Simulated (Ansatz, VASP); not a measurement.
**Two plane-wave programs on MgS**

```
CELL_PARAMETERS angstrom
3.32681 0.00000 0.00000
0.00000 3.32681 0.00000
0.00000 0.00000 3.32681
ATOMIC_POSITIONS crystal
Mg 0.00000 0.00000 0.00000
S 0.50000 0.50000 0.50000
```

Alike in both runs: task single point; functional r2SCAN; k mesh 6 × 6 × 6; occupations fermi-dirac, width 0.02 eV; no spin polarisation.

```csv
,VASP,Ansatz
version,VASP 6.6.1,Ansatz 0.2.0
potentials or method,"VASP PAW PBE potentials, release 64 (Mg, S)","plane waves, PAW"
plane-wave cutoff (eV),520,500
valence electrons in the cell,8,16
```

VASP gave:

| Property | Result |
| --- | --- |
| pressure (GPa) | -4.3 |

Task: What did Ansatz give for the same quantities?

Result: Pressure (GPa): -3.9.

VASP's potentials were made for PBE, not for r2SCAN. VASP's potentials hold 8 valence electrons a cell and Ansatz's 16, so a difference there can come from the potentials and not from the codes.
